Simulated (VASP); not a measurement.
A run of VASP 6.6.1:

POSCAR

```
Ni
1.0
    0.0000000000      1.7386689149      1.7386689149
    1.7386689149      0.0000000000      1.7386689149
    1.7386689149      1.7386689149      0.0000000000
Ni
1
Direct
    0.0000000000      0.0000000000      0.0000000000
```

Contents of INCAR.step1:

```
ALGO = Normal
EDIFF = 1E-5
ENCUT = 660
GGA = PE
GGA_COMPAT = False
ISMEAR = 1
ISPIN = 2
LASPH = True
LCHARG = False
LMAXMIX = 4
LREAL = False
LWAVE = True
MAGMOM = 0.8
NBANDS = 15
NELM = 200
PREC = Accurate
SIGMA = 0.1
```

Contents of INCAR.step2:

```
ALGO = Normal
EDIFF = 1E-6
ENCUT = 660
GGA_COMPAT = False
ISIF = 2
ISMEAR = 1
ISPIN = 2
ISTART = 1
LASPH = True
LCHARG = True
LELF = True
LMAXMIX = 4
LMIXTAU = True
LORBIT = 11
LREAL = False
LVHAR = True
LWAVE = False
MAGMOM = 0.8
METAGGA = R2SCAN
NBANDS = 15
NELM = 200
PREC = Accurate
SIGMA = 0.1
```

The input KPOINTS:

```
k-points
0
Gamma
  26 26 26
```

Potentials or basis: VASP PAW PBE potentials, release 64 (Ni).

Command:

```console
$ cat potpaw_PBE.64/Ni/POTCAR > POTCAR
$ cp INCAR.step1 INCAR
$ mpirun -np 1 vasp_std > vasp.out
$ cp INCAR.step2 INCAR
$ mpirun -np 1 vasp_std > vasp.out
```

Hardware: 1 thread of Intel Xeon 8259CL (shared host).

Task: How long does it take, and how much memory?

Result: Run time: 17 min on 1 thread of Intel Xeon 8259CL, on a shared host, peak memory 0.29 GiB. Counts: k points 511.
